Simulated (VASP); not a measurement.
A run of VASP 6.6.1 is set up as follows.

File INCAR:

```
PREC = Accurate
ENCUT = 520
EDIFF = 1E-6
ISMEAR = -1
SIGMA = 0.05
LREAL = F
LASPH = T
NELM = 60
ALGO = Fast
ISIF = 2
LWAVE = F
LCHARG = F
GGA = PE
NBANDS = 12
```

File KPOINTS:

```
Automatic mesh
0
Gamma
  9 9 9
```

The input POSCAR:

```
Tl
1.0
    0.0000000000      2.4497881085      2.4497881085
    2.4497881085      0.0000000000      2.4497881085
    2.4497881085      2.4497881085      0.0000000000
Tl
1
Direct
    0.0000000000      0.0000000000      0.0000000000
```

Potentials or basis: VASP PAW PBE potentials, release 64 (Tl_d).

Command:

```sh
$ cat potpaw_PBE.64/Tl_d/POTCAR > POTCAR
$ mpirun -np 1 vasp_std > vasp.out
```

(1) What does it give for the pressure?

Answers

(1) 1.9 GPa.
